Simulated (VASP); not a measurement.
# CoSi2 (Fm-3m) in VASP: notebook

The runs below take CoSi2 through relaxation of cell and atoms, single point, with LDA.

Program: VASP 6.6.1. These are calculated values, not measurements. Logs are shortened: lines on timing, memory, paths and dates and some standing lists are left out, and cuts for length are marked.

## Step 1: The cell of the first run

Symmetry: Fm-3m, No. 225, cubic system. Conventional cell: a = 5.274 Å, b = 5.274 Å, c = 5.274 Å, α = 90.00°, β = 90.00°, γ = 90.00°. Within 3.0 Å of Co (site symmetry m-3m) lie 8 Si at 2.28 Å. Si (site symmetry -43m) has 4 Co at 2.28 Å and 6 Si at 2.64 Å within 3.0 Å.

## Step 2: Relaxation of cell and atoms, LDA

INCAR

```
ALGO = Normal
EDIFF = 1E-7
EDIFFG = -0.01
ENCUT = 600
GGA = CA
IBRION = 2
ISIF = 3
ISMEAR = 0
LASPH = T
LCHARG = F
LREAL = F
LWAVE = F
NELM = 60
NSW = 50
PREC = Accurate
SIGMA = 0.05
```

KPOINTS

```
k-points
0
Gamma
  14 14 14
```

POSCAR

```
CoSi2
1.0
    0.0000000000      2.6368085256      2.6368085256
    2.6368085256      0.0000000000      2.6368085256
    2.6368085256      2.6368085256      0.0000000000
Co Si
1 2
Direct
    0.0000000000      0.0000000000      0.0000000000
    0.2500000000      0.2500000000      0.2500000000
    0.7500000000      0.7500000000      0.7500000000
```

Potentials or basis: VASP PAW LDA potentials, release 64 (Co, Si).

Command:

```sh
cat potpaw_LDA.64/Co/POTCAR potpaw_LDA.64/Si/POTCAR > POTCAR
mpirun -np 1 vasp_std > vasp.out
```

OUTCAR:

```text
EDIFF = 1E-7
   EDIFFG = -0.01
   ENCUT = 600
   GGA = CA
   IBRION = 2
   ISIF = 3
   ISMEAR = 0
   LASPH = T
   LREAL = F
   NELM = 60
   NSW = 50
   PREC = Accurate

 ion  position               nearest neighbor table
   1  0.000  0.000  0.000-   2 2.28   3 2.28   3 2.28   3 2.28   3 2.28   2 2.28   2 2.28   2 2.28

   2  0.250  0.250  0.250-   1 2.28   1 2.28   1 2.28   1 2.28   3 2.64   3 2.64   3 2.64   3 2.64
                             3 2.64   3 2.64
   3  0.750  0.750  0.750-   1 2.28   1 2.28   1 2.28   1 2.28   2 2.64   2 2.64   2 2.64   2 2.64
                             2 2.64   2 2.64

  LATTYP: Found a face centered cubic cell.
 ALAT       =     5.2736170512

  Lattice vectors:

 A1 = (   0.0000000000,   2.6368085256,   2.6368085256)
 A2 = (   2.6368085256,   0.0000000000,   2.6368085256)
 A3 = (   2.6368085256,   2.6368085256,   0.0000000000)

Analysis of symmetry for initial positions (statically):
=====================================================================
 Subroutine PRICEL returns:
 Original cell was already a primitive cell.

 Routine SETGRP: Setting up the symmetry group for a
 face centered cubic supercell.

 Subroutine GETGRP returns: Found 48 space group operations
 (whereof 48 operations were pure point group operations)
 out of a pool of 48 trial point group operations.

The static configuration has the point symmetry O_h .

Analysis of symmetry for dynamics (positions and initial velocities):
=====================================================================
 Subroutine PRICEL returns:
 Original cell was already a primitive cell.

 Routine SETGRP: Setting up the symmetry group for a
 face centered cubic supercell.

 Subroutine GETGRP returns: Found 48 space group operations
 (whereof 48 operations were pure point group operations)
 out of a pool of 48 trial point group operations.

The dynamic configuration has the point symmetry O_h .

 Subroutine INISYM returns: Found 48 space group operations
 (whereof 48 operations are pure point group operations),
 and found     1 'primitive' translations

----------------------------------------------------------------------------------------

                                     Primitive cell

  volume of cell :      36.6662

  direct lattice vectors                    reciprocal lattice vectors
     0.000000000  2.636808526  2.636808526    -0.189623173  0.189623173  0.189623173
     2.636808526  0.000000000  2.636808526     0.189623173 -0.189623173  0.189623173
     2.636808526  2.636808526  0.000000000     0.189623173  0.189623173 -0.189623173

  length of vectors
     3.729010378  3.729010378  3.729010378     0.328436970  0.328436970  0.328436970

  position of ions in fractional coordinates (direct lattice)
     0.000000000  0.000000000  0.000000000
     0.250000000  0.250000000  0.250000000
     0.750000000  0.750000000  0.750000000

  ion indices of the primitive-cell ions
   primitive index   ion index
                 1           1
                 2           2
                 3           3

----------------------------------------------------------------------------------------

 KPOINTS: k-points

Automatic generation of k-mesh.
 Grid dimensions read from file:
 generate k-points for:   14   14   14

 Generating k-lattice:

  Cartesian coordinates                     Fractional coordinates (reciprocal lattice)
    -0.013544512  0.013544512  0.013544512     0.071428571  0.000000000  0.000000000
     0.013544512 -0.013544512  0.013544512     0.000000000  0.071428571  0.000000000
     0.013544512  0.013544512 -0.013544512     0.000000000  0.000000000  0.071428571

  Length of vectors
     0.023459784  0.023459784  0.023459784

  Shift w.r.t. Gamma in fractional coordinates (k-lattice)
     0.000000000  0.000000000  0.000000000

 Subroutine IBZKPT returns following result:
 ===========================================

 Found    104 irreducible k-points:

 Following reciprocal coordinates:
            Coordinates               Weight
  0.000000  0.000000  0.000000      1.000000
  0.071429  0.000000  0.000000      8.000000
  0.142857  0.000000  0.000000      8.000000
  0.214286  0.000000  0.000000      8.000000
  0.285714  0.000000  0.000000      8.000000
  0.357143  0.000000  0.000000      8.000000
[... 16 lines left out ...]
  0.214286  0.142857  0.000000     24.000000
  0.285714  0.142857  0.000000     24.000000
 [... further k-points ...]
   k-points           NKPTS =    104   k-points in BZ     NKDIM =    104   number of bands    NBANDS=     12
   number of dos      NEDOS =    301   number of ions     NIONS =      3
   total plane-waves  NPLWV =  27000
   dimension x,y,z NGX =    30 NGY =   30 NGZ =   30
   dimension x,y,z NGXF=    60 NGYF=   60 NGZF=   60
   ions per type =               1   2
   NGX,Y,Z   is equivalent  to a cutoff of  13.37, 13.37, 13.37 a.u.
   NGXF,Y,Z  is equivalent  to a cutoff of  26.75, 26.75, 26.75 a.u.
 SYSTEM =  unknown system
   PREC   = accura    normal or accurate (medium, high low for compatibility)
   ISTART =      0    job   : 0-new  1-cont  2-samecut
   ICHARG =      2    charge: 1-file 2-atom 10-const
   ISPIN  =      1    spin polarized calculation?
   LNONCOLLINEAR =      F non collinear calculations
   LSORBIT =      F    spin-orbit coupling
   LASPH  =      T    aspherical Exc in radial PAW
   ENCUT  =  600.0 eV  44.10 Ry    6.64 a.u.   7.45  7.45  7.45*2*pi/ulx,y,z
   NELM   =     60;   NELMIN=  2; NELMDL= -5     # of ELM steps
   EDIFF  = 0.1E-06   stopping-criterion for ELM
   LREAL  =      F    real-space projection
   EDIFFG = -.1E-01   stopping-criterion for IOM
   NSW    =     50    number of steps for IOM
   IBRION =      2    ionic relax: 0-MD 1-quasi-New 2-CG
   NFREE  =      1    steps in history (QN), initial steepest desc. (CG)
   ISIF   =      3    stress and relaxation
   ISYM   =      2    0-nonsym 1-usesym 2-fastsym
   POTIM  = 0.5000    time-step for ionic-motion
   TEBEG  =    0.0;   TEEND  =   0.0 temperature during run
   PSTRESS=    0.0 pullay stress
   NELECT =      17.0000    total number of electrons
   NUPDOWN=      -1.0000    fix difference up-down
   EMIN   =  10.00;   EMAX   =-10.00  energy-range for DOS
   EFERMI =   0.00;   METHOD = LEGACY
   ISMEAR =     0;   SIGMA  =   0.05  broadening in eV -4-tet -1-fermi 0-gaus
   EFERMI_NEDOS =   21; number of points for ismear=-14 and -15
   IALGO  =     38    algorithm
   IMIX   =      4    mixing-type and parameters
     AMIX     =   0.40;   BMIX     =  1.00
     AMIX_MAG =   1.60;   BMIX_MAG =  1.00
  volume/ion in A,a.u.               =      12.22        82.48
  Fermi-wavevector in a.u.,A,eV,Ry     =   1.267076  2.394426 21.843891  1.605481
  Thomas-Fermi vector in A             =   2.400243
   LORBIT       =      0    0 simple, 1 ext, 2 COOP (PROOUT), +10 PAW based schemes
   GGA     = CA    functional components
   LHFCALC =     F    Hartree Fock is set to
   AEXX    =    0.0000 exact exchange contribution
   IVDW    =     0    specifies the selected vdW correction
   LEPSILON=     F    determine dielectric tensor
   LRPA    =     F    only Hartree local field effects (RPA)
 conjugate gradient relaxation of ions
 non-spin polarized calculation
 Gauss-broadening in eV      SIGMA  =   0.05
  energy-cutoff  :      600.00
  volume of cell :       36.67
 maximum number of plane-waves:      1243
 NGX is ok and might be reduce to    30

--------------------------------------- Ionic step        1  -------------------------------------------

 number of electron      16.9999996 magnetization

 Free energy of the ion-electron system (eV)
  ---------------------------------------------------
  ext. energy  EPLUGINS =         0.00000000
  ---------------------------------------------------
  free energy    TOTEN  =       -21.92978634 eV

  energy without entropy =      -21.92799991  energy(sigma->0) =      -21.92889312

------------------------ aborting loop because EDIFF is reached ----------------------------------------

  FORCE on cell =-STRESS in cart. coord.  units (eV):
  Direction    XX          YY          ZZ          XY          YZ          ZX
  --------------------------------------------------------------------------------------
  -------------------------------------------------------------------------------------
  Total        0.0407677      0.0407677      0.0407677     -0.0000000      0.0000000     -0.0000000
  in kB        1.7813993      1.7813993      1.7813993     -0.0000000      0.0000000     -0.0000000
  external PRESSURE =       1.7813993 kB  Pullay stress =       0.0000000 kB
[... 59 lines left out ...]
  energy  without entropy=      -21.9280312763  energy(sigma->0) =      -21.92892415

--------------------------------------- Ionic step        3  -------------------------------------------

 number of electron      16.9999996 magnetization

 Free energy of the ion-electron system (eV)
  ---------------------------------------------------
  ext. energy  EPLUGINS =         0.00000000
  ---------------------------------------------------
  free energy    TOTEN  =       -21.92982644 eV

  energy without entropy =      -21.92804052  energy(sigma->0) =      -21.92893348

 E-fermi :  10.6512     XC(G=0): -12.1151

 val. band max:       10.6485409260   @ k =   0.3571   0.0714   0.0000
 cond. band min:      10.6633173049   @ k =  -0.2857   0.0714   0.0000
 fundamental gap:      0.0147763789
 Fermi energy:        10.6511731514

 k-point     1 :       0.0000    0.0000    0.0000
  band No.  band energies     occupation
      1      -2.8051      2.00000
      2       6.3181      2.00000
      3       6.3181      2.00000
      4       6.3181      2.00000
      5       8.5536      2.00000
      6       8.5536      2.00000
      7      11.7406      0.00000
      8      14.0989      0.00000
      9      14.0989      0.00000
     10      14.0989      0.00000
     11      14.2106      0.00000
     12      14.2106      0.00000
[... 331 lines left out ...]
 k-point    24 :       0.2857    0.1429    0.0000
  band No.  band energies     occupation
      1      -1.6475      2.00000
      2       4.6216      2.00000
      3       6.4791      2.00000
      4       6.5441      2.00000
      5       7.7132      2.00000
      6       8.7443      2.00000
      7       9.6598      2.00000
      8      10.7198      0.05229
      9      11.4172      0.00000
     10      12.7277      0.00000
     11      14.8377      0.00000
     12      15.7090      0.00000

 [... further k-points ...]

------------------------ aborting loop because EDIFF is reached ----------------------------------------

  FORCE on cell =-STRESS in cart. coord.  units (eV):
  Direction    XX          YY          ZZ          XY          YZ          ZX
  --------------------------------------------------------------------------------------
  -------------------------------------------------------------------------------------
  Total       -0.0060513     -0.0060513     -0.0060513     -0.0000000      0.0000000     -0.0000000
  in kB       -0.2640372     -0.2640372     -0.2640372     -0.0000000      0.0000000     -0.0000000
  external PRESSURE =      -0.2640372 kB  Pullay stress =       0.0000000 kB
[... 18 lines left out ...]
  FREE ENERGIE OF THE ION-ELECTRON SYSTEM (eV)
  ---------------------------------------------------
  free  energy   TOTEN  =       -21.9298264366 eV

  energy  without entropy=      -21.9280405227  energy(sigma->0) =      -21.92893348

 reached required accuracy - stopping structural energy minimisation
```

Run time: 50 s. Hardware: 1 thread of Intel Xeon 6975P-C (Granite Rapids), shared host; peak memory 0.2 GiB.

Results:

| Item | Value |
| --- | --- |
| Free energy | -21.9298 eV |
| Relaxed volume | 12.24 Å³/atom |
| Relaxed cell | a = 3.731 Å, b = 3.731 Å, c = 3.731 Å, α = 60.00°, β = 60.00°, γ = 60.00° |
| Space group after relaxing (to 0.1 Å) | Fm-3m (No. 225) |
| Energy gained by relaxing | 0.0 meV/atom |
| Ionic steps | 3 |
| Pressure after relaxing | 0.0 GPa |
| Band gap on the k mesh | zero (an odd number of electrons rules out a gap without spin polarisation) |

Final structure:
```cif
data_structure
_symmetry_space_group_name_H-M 'P 1'
_symmetry_Int_Tables_number 1
_cell_length_a 3.7308
_cell_length_b 3.7308
_cell_length_c 3.7308
_cell_angle_alpha 60.000
_cell_angle_beta 60.000
_cell_angle_gamma 60.000
_cell_volume 36.72
loop_
_atom_site_label
_atom_site_type_symbol
_atom_site_fract_x
_atom_site_fract_y
_atom_site_fract_z
_atom_site_occupancy
Co1 Co 0.00000 0.00000 0.00000 1
Si1 Si 0.25000 0.25000 0.25000 1
Si2 Si 0.75000 0.75000 0.75000 1
```

Caveat: the run has no spin polarisation, though such a crystal can be magnetic. Spin polarisation is off, so any magnetic state and its effect on volume and gap are missing.

## Step 3: Single point, LDA, collinear spin, ferromagnetic start

This run uses another cell than the first one: it holds 6 atoms, not 3.

INCAR

```
PREC = Accurate
ENCUT = 520
EDIFF = 1E-7
ISMEAR = 0
SIGMA = 0.05
LREAL = False
LASPH = True
NELM = 150
ALGO = Normal
ISIF = 2
LWAVE = False
LCHARG = False
ISPIN = 2
MAGMOM = 1.5 1.5 0 0 0 0
LORBIT = 11
LMAXMIX = 4
GGA = CA
NBANDS = 30
```

KPOINTS

```
regular mesh
0
Gamma
  8 8 6
```

POSCAR

```
CoSi2
1.0
    0.0000000000      2.6368085256     -2.6368085256
    0.0000000000      2.6368085256      2.6368085256
    5.2736170512      0.0000000000      0.0000000000
Co Si
2 4
Direct
    0.0000000000      0.0000000000      0.0000000000
    0.5000000000      0.5000000000      0.5000000000
    0.0000000000      0.5000000000      0.2500000000
    0.0000000000      1.5000000000      0.7500000000
    0.5000000000      1.0000000000      0.7500000000
    0.5000000000      2.0000000000      1.2500000000
```

Potentials or basis: VASP PAW LDA potentials, release 64 (Co, Si).

Command:

```sh
cat potpaw_LDA.64/Co/POTCAR potpaw_LDA.64/Si/POTCAR > POTCAR
mpirun -np 1 vasp_std > vasp.out
```

It took 93 s on 1 thread of Intel Xeon 6975P-C (Granite Rapids), shared host; peak memory 0.29 GiB.

It converged, with:

```yaml
Free_energy: -43.8729 eV
Pressure: 0.2 GPa
Band_gap_on_the_k_mesh: zero (filled and empty bands overlap)
Net_moment: 0.00 μB per cell
Valence_electrons_inside_the_program's_atomic_spheres: Co 9.01; Si 1.63
```

Stress tensor (GPa, compression positive):
```
-0.37  0.00  0.00
 0.00  0.49  0.00
 0.00  0.00  0.49
```

Levels at points of the mesh, in eV from the Fermi level:
Spin up:
| k point | band 14 | band 15 | band 16 | band 17 | band 18 | band 19 | band 20 | band 21 |
| --- | --- | --- | --- | --- | --- | --- | --- | --- |
| (0.00, 0.00, 0.00) | -2.02 | -1.40 | 1.17 | 1.78 | 2.98 | 3.52 | 3.52 | 3.52 |
| (0.50, 0.00, 0.00) | -1.61 | -1.14 | -1.14 | 0.35 | 0.35 | 2.64 | 2.64 | 4.38 |
| (0.50, 0.50, 0.00) | -2.09 | -2.01 | -2.01 | -1.41 | -1.41 | 1.78 | 1.78 | 2.98 |
| (0.00, 0.00, 0.50) | -0.31 | -0.31 | -0.31 | -0.19 | -0.19 | 1.64 | 1.64 | 3.29 |
| (0.50, 0.00, 0.50) | -1.73 | -0.43 | -0.43 | -0.43 | -0.43 | 2.82 | 2.82 | 3.61 |
| (0.50, 0.50, 0.50) | -2.09 | -1.53 | -1.53 | -0.68 | -0.68 | 3.87 | 3.87 | 3.87 |
Spin down:
| k point | band 14 | band 15 | band 16 | band 17 | band 18 | band 19 | band 20 | band 21 |
| --- | --- | --- | --- | --- | --- | --- | --- | --- |
| (0.00, 0.00, 0.00) | -2.02 | -1.40 | 1.17 | 1.78 | 2.98 | 3.52 | 3.52 | 3.52 |
| (0.50, 0.00, 0.00) | -1.61 | -1.14 | -1.14 | 0.35 | 0.35 | 2.64 | 2.64 | 4.38 |
| (0.50, 0.50, 0.00) | -2.09 | -2.01 | -2.01 | -1.41 | -1.41 | 1.78 | 1.78 | 2.98 |
| (0.00, 0.00, 0.50) | -0.31 | -0.31 | -0.31 | -0.19 | -0.19 | 1.64 | 1.64 | 3.29 |
| (0.50, 0.00, 0.50) | -1.73 | -0.43 | -0.43 | -0.43 | -0.43 | 2.82 | 2.82 | 3.61 |
| (0.50, 0.50, 0.50) | -2.09 | -1.53 | -1.53 | -0.68 | -0.68 | 3.87 | 3.87 | 3.87 |

## Step 4: Single point, LDA, collinear spin, antiferromagnetic start

This run uses another cell than the first one: it holds 6 atoms, not 3.

INCAR

```
PREC = Accurate ; ENCUT = 520
EDIFF = 1E-6 ; ISMEAR = 0
SIGMA = 0.05 ; LREAL = False
LASPH = True ; NELM = 150
ALGO = Normal ; ISIF = 2
LWAVE = False ; LCHARG = False
ISPIN = 2 ; MAGMOM = 1.5 -1.5 0 0 0 0
LORBIT = 11 ; LMAXMIX = 4
NBANDS = 30
```

KPOINTS

```
Automatic mesh
0
Gamma
  8 8 6
```

POSCAR is that of step 3.

Command:

```sh
cat potpaw_LDA.64/Co/POTCAR potpaw_LDA.64/Si/POTCAR > POTCAR
mpirun -np 1 vasp_std > vasp.out
```

It took 88 s on 1 thread of Intel Xeon 6975P-C (Granite Rapids), shared host; peak memory 0.3 GiB.

It converged, with:

* Free energy: -43.8729 eV
* Pressure: 0.2 GPa
* Band gap on the k mesh: zero (filled and empty bands overlap)
* Net moment: 0.00 μB per cell
* Valence electrons inside the program's atomic spheres: Co 9.01; Si 1.63

Stress tensor (GPa, compression positive):
```
-0.40  0.00  0.00
 0.00  0.46  0.00
 0.00  0.00  0.46
```

Levels at points of the mesh, in eV from the Fermi level:
Spin up:
```csv
k point,band 15,band 16,band 17,band 18,band 19,band 20
"(0.00, 0.00, 0.00)",-1.40,1.17,1.78,2.98,3.52,3.52
"(0.50, 0.00, 0.00)",-1.14,-1.14,0.35,0.35,2.64,2.64
"(0.50, 0.50, 0.00)",-2.01,-2.01,-1.41,-1.41,1.78,1.78
"(0.00, 0.00, 0.50)",-0.31,-0.31,-0.19,-0.19,1.64,1.64
"(0.50, 0.00, 0.50)",-0.43,-0.43,-0.43,-0.43,2.82,2.82
"(0.50, 0.50, 0.50)",-1.53,-1.53,-0.68,-0.68,3.87,3.87
```
Spin down:
| k point | band 14 | band 15 | band 16 | band 17 | band 18 | band 19 | band 20 | band 21 |
| --- | --- | --- | --- | --- | --- | --- | --- | --- |
| (0.00, 0.00, 0.00) | -2.02 | -1.40 | 1.17 | 1.78 | 2.98 | 3.52 | 3.52 | 3.52 |
| (0.50, 0.00, 0.00) | -1.61 | -1.14 | -1.14 | 0.35 | 0.35 | 2.64 | 2.64 | 4.38 |
| (0.50, 0.50, 0.00) | -2.09 | -2.01 | -2.01 | -1.41 | -1.41 | 1.78 | 1.78 | 2.98 |
| (0.00, 0.00, 0.50) | -0.31 | -0.31 | -0.31 | -0.19 | -0.19 | 1.64 | 1.64 | 3.29 |
| (0.50, 0.00, 0.50) | -1.73 | -0.43 | -0.43 | -0.43 | -0.43 | 2.82 | 2.82 | 3.61 |
| (0.50, 0.50, 0.50) | -2.09 | -1.53 | -1.53 | -0.68 | -0.68 | 3.87 | 3.87 | 3.87 |
